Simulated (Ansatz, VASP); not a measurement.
# One calculation of ZrB, two programs

File INCAR:

```
SYSTEM = ZrB
ALGO = Normal ; EDIFF = 1E-6
ENCUT = 520 ; GGA = PE
ISIF = 2 ; ISMEAR = 0
ISPIN = 2 ; LASPH = .True.
LCHARG = .False. ; LMAXMIX = 4
LORBIT = 11 ; LREAL = .False.
LWAVE = .False. ; MAGMOM = 1 1 1 0 0 0
NBANDS = 36 ; NELM = 150
PREC = Accurate ; SIGMA = 0.1
```

The input KPOINTS:

```
k-points
0
Gamma
  6 6 4
  0 0 0
```

Contents of POSCAR:

```
ZrB
1.0
    5.2066856795      0.0000000000      0.0000000000
   -2.6033428397      4.5091220679      0.0000000000
    0.0000000000      0.0000000000      3.8007026398
Zr B
3 3
Direct
    0.0000000000      0.0000000000      0.0000000000
    0.3333333333      0.6666666667      0.5000000000
    0.6666666667      0.3333333333      0.5000000000
    0.5000000000      0.0000000000      0.0000000000
    0.5000000000      0.5000000000      0.0000000000
    0.0000000000      0.5000000000      0.0000000000
```

Input for Ansatz:

```yaml
crystal:
  lattice:
    - [5.2066856795, 0.0, 0.0]
    - [-2.6033428397, 4.5091220679, 0.0]
    - [0.0, 0.0, 3.8007026398]
  atoms:
    - { symbol: Zr, position: [0.0, 0.0, 0.0], spin: 1.0 }
    - { symbol: Zr, position: [0.3333333333, 0.6666666667, 0.5], spin: 1.0 }
    - { symbol: Zr, position: [0.6666666667, 0.3333333333, 0.5], spin: 1.0 }
    - { symbol: B, position: [0.5, 0.0, 0.0] }
    - { symbol: B, position: [0.5, 0.5, 0.0] }
    - { symbol: B, position: [0.0, 0.5, 0.0] }
basis:
  ecutwfc: 420
kpoints:
  mp_grid: { grid: [6, 6, 4] }
hamiltonian:
  xc: pbe
scf:
  occupations: { method: gaussian, width: 0.1 }
  lower_state_search: "off"
output:
  forces: true
  stress: true
  eigenvalues: true
  populations: true
magnetization:
  spin_polarized: true
```

Change from the starting cell: species swapped into the TlPt type (P6/mmm, No. 191).

Alike in both runs: task single point; functional PBE; k mesh 6 × 6 × 4; occupations gaussian, width 0.1 eV; collinear spin.

|  | VASP | Ansatz |
| --- | --- | --- |
| version | VASP 6.6.1 | Ansatz 0.2.0 |
| potentials or method | VASP PAW PBE potentials, release 64 (Zr_sv, B), cutoff 520 eV | scalar-relativistic, plane waves, PAW |
| valence electrons in the cell | 45 | 45 |

VASP gave:

| Item | Value |
| --- | --- |
| gap on the k mesh at the Fermi level (eV) | none |
| pressure (GPa) | 0.3 |
| traceless stress, the component that is largest in VASP (GPa) | 0.60 |
| net moment per atom (μB) | 0.00 |

Estimate Ansatz's values.

gap on the k mesh at the Fermi level (eV): none; pressure (GPa): 0.2; traceless stress, the component that is largest in VASP (GPa): 0.57; net moment per atom (μB): 0.00.

A gap of «none» marks a metal or a gap that the smearing closes. Ansatz's warnings: seeded moment not kept.

The k mesh is coarse, so the values compare programs but aren't converged.
